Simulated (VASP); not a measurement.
Input of a VASP 6.6.1 run:

File INCAR:

```
ALGO = Normal
EDIFF = 1E-6
ENCUT = 520
GGA = PS
ISIF = 2
ISMEAR = 0
LASPH = T
LCHARG = T
LELF = T
LREAL = F
LVHAR = T
LWAVE = F
NBANDS = 16
NELM = 60
PREC = Accurate
SIGMA = 0.01
```

KPOINTS

```
k-points
0
Gamma
  12 12 4
```

The input POSCAR:

```
BN
1.0
    2.5043124709      0.0000000000      0.0000000000
   -1.2521562355      2.1687982188      0.0000000000
    0.0000000000      0.0000000000      7.0337068085
B N
2 2
Direct
    0.3333333333      0.6666666667      0.2500000000
    0.6666666667      0.3333333333      0.7500000000
    0.3333333333      0.6666666667      0.7500000000
    0.6666666667      0.3333333333      0.2500000000
```

Potentials or basis: VASP PAW PBE potentials, release 64 (B, N).

The run is started by

```sh
$ cat potpaw_PBE.64/B/POTCAR potpaw_PBE.64/N/POTCAR > POTCAR
$ mpirun -np 1 vasp_std > vasp.out
```

Problem. Predict the pressure.

Solution. 0.3 GPa.

Problem. Predict the band gap on the k mesh.

Solution. 4.26 eV (least direct gap 4.60 eV).

Stress tensor (GPa, compression positive):
```
 0.50  0.00  0.00
 0.00  0.50  0.00
 0.00  0.00 -0.12
```

Caveat: the PAW data sets were made with another functional, which shifts forces and pressure a little; this functional lacks dispersion, which binds layers or chains, so the pressure and a relaxed spacing across them are unreliable. A k mesh can miss the band edges.
